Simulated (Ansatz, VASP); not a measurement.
Two plane-wave programs on C

```xyz
4
Lattice="2.4650 0.0000 0.0000 -1.2325 2.1347 0.0000 0.0000 0.0000 6.7405" Properties=species:S:1:pos:R:3 pbc="T T T"
C     0.0000    0.0000    0.0169
C     0.0000    0.0000    3.3871
C     0.0000    1.4231    0.0169
C     1.2325    0.7116    3.3871
```

Alike in both runs: task relaxation of cell and atoms; functional PBEsol; k mesh 21 × 21 × 6; occupations gaussian, width 0.1 eV; no spin polarisation.

```csv
,VASP,Ansatz
version,VASP 6.6.1,Ansatz 0.2.0
potentials or method,"VASP PAW PBE potentials, release 64 (C), cutoff 600 eV","scalar-relativistic, plane waves, PAW"
valence electrons in the cell,16,16
```

VASP gave:

* gap on the k mesh at the Fermi level, each at its own relaxed structure (eV): none
* relaxed volume (Å³/atom): 9.28
* relaxed length of the cell vector where the two differ most in proportion (Å): 7.085

Question: Estimate Ansatz's values.

Answer: gap on the k mesh at the Fermi level, each at its own relaxed structure (eV): none; relaxed volume (Å³/atom): 9.48; relaxed length of the cell vector where the two differ most in proportion (Å): 7.244.

VASP's potentials were made for PBE, not for PBEsol. A gap of «none» marks a metal or a gap that the smearing closes.
